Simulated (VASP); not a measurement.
Runs of VASP 6.6.1 on AlO2. The structure is that of space group P4/mmm (No. 123), or close to it. The cells are those of the table. 

```tsv
task	potentials or basis	spin	cell	cutoff (eV)	second run	gap on the mesh (eV)	pressure (GPa)	relaxed volume (Å³/atom)	largest force (eV/Å)
relaxation of cell and atoms	VASP PAW PBE potentials, release 64 (Al, O)	off	relaxed from a = 4.146, b = 4.146, c = 3.748 Å, 6 atoms	600	-	none	-0.2	(a)	0.03
single point	VASP PAW PBE potentials, release 64 (Al, O)	collinear, ferromagnetic start	a = 4.146, b = 4.146, c = 3.748 Å, 6 atoms	520	-	none	160.6	-	11.59
single point	VASP PAW PBE potentials, release 64 (Al, O)	off	a = 4.146, b = 4.146, c = 3.748 Å, 6 atoms	520	-	none	160.6	-	11.59
relaxation of cell and atoms	VASP PAW PBE potentials, release 64 (Al, O_h)	off	relaxed from a = 4.146, b = 4.146, c = 3.748 Å, 6 atoms	910	hard_potentials	none	-0.1	14.73	0.02
single point	VASP PAW PBE potentials, release 64 (Al, O)	off	a = 4.976, b = 4.976, c = 4.634 Å, 6 atoms	520	-	none	0.1	-	-
```

Alike in all rows: level PBE; k mesh 4 × 4 × 4; smearing gaussian 0.1 eV.

Fill in the values left out.

(a) 17.20.

Caveats: some runs use coarse meshes; the volume moved by over 15 % at a fixed basis, so the end points are rough (some runs); forces of over 1 eV/Å act on the atoms, so gaps and moduli don't describe the material at rest (some runs); the cutoff is under 1.25 times the usual one of these potentials, so pressure, stress and relaxed cells hold a basis-set (Pulay) error (some runs).

A gap of «none» marks levels without a gap at the run's occupations.
